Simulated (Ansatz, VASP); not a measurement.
# One calculation of PdI, two programs

Contents of INCAR:

```
  PREC = Accurate
  ENCUT = 500
  EDIFF = 1E-6
  ISMEAR = 0
  SIGMA = 0.1
  LREAL = F
  LASPH = T
  NELM = 120
  ALGO = Normal
  ISIF = 2
  LWAVE = F
  LCHARG = T
  GGA = PE
  LELF = T
  LVHAR = T
  NBANDS = 25
  GGA_COMPAT = F
```

KPOINTS

```
Automatic mesh
0
Gamma
  6 6 4
```

File POSCAR:

```
PdI
1.0
    4.3896336046      0.0000000000      0.0000000000
   -2.1948168023      3.8015342149      0.0000000000
    0.0000000000      0.0000000000      6.2709056753
Pd I
2 2
Direct
    0.0000000000      0.0000000000      0.0000000000
    0.0000000000      0.0000000000      0.5000000000
    0.3333333333      0.6666666667      0.2500000000
    0.6666666667      0.3333333333      0.7500000000
```

Input for Ansatz:

```yaml
crystal:
  lattice:
    - [4.3896336046, 0.0, 0.0]
    - [-2.1948168023, 3.8015342149, 0.0]
    - [0.0, 0.0, 6.2709056753]
  atoms:
    - { symbol: Pd, position: [0.0, 0.0, 0.0] }
    - { symbol: Pd, position: [0.0, 0.0, 0.5] }
    - { symbol: I, position: [0.3333333333, 0.6666666667, 0.25] }
    - { symbol: I, position: [0.6666666667, 0.3333333333, 0.75] }
basis:
  ecutwfc: 420
kpoints:
  mp_grid: { grid: [6, 6, 4] }
hamiltonian:
  xc: pbe
scf:
  occupations: { method: gaussian, width: 0.1 }
  lower_state_search: "off"
output:
  forces: true
  stress: true
  eigenvalues: true
```

Alike in both runs: task single point; functional PBE; k mesh 6 × 6 × 4; occupations gaussian, width 0.1 eV; no spin polarisation.

|  | VASP | Ansatz |
| --- | --- | --- |
| version | VASP 6.6.1 | Ansatz 0.2.0 |
| potentials or method | VASP PAW PBE potentials, release 64 (Pd, I), cutoff 500 eV | scalar-relativistic, plane waves, PAW |
| valence electrons in the cell | 34 | 70 |

|  | VASP | Ansatz | Ansatz less VASP |
| --- | --- | --- | --- |
| gap on the k mesh at the Fermi level (eV) | none | none | - |
| pressure (GPa) | -4.1 | -4.1 | +0.06 |
| traceless stress, the component that is largest in VASP (GPa) | -0.73 | -0.73 | +0.009 |

A gap of «none» marks a metal or a gap that the smearing closes. VASP's potentials hold 34 valence electrons a cell and Ansatz's 70, so a difference there can come from the potentials and not from the codes.

Spin-orbit coupling is off throughout.
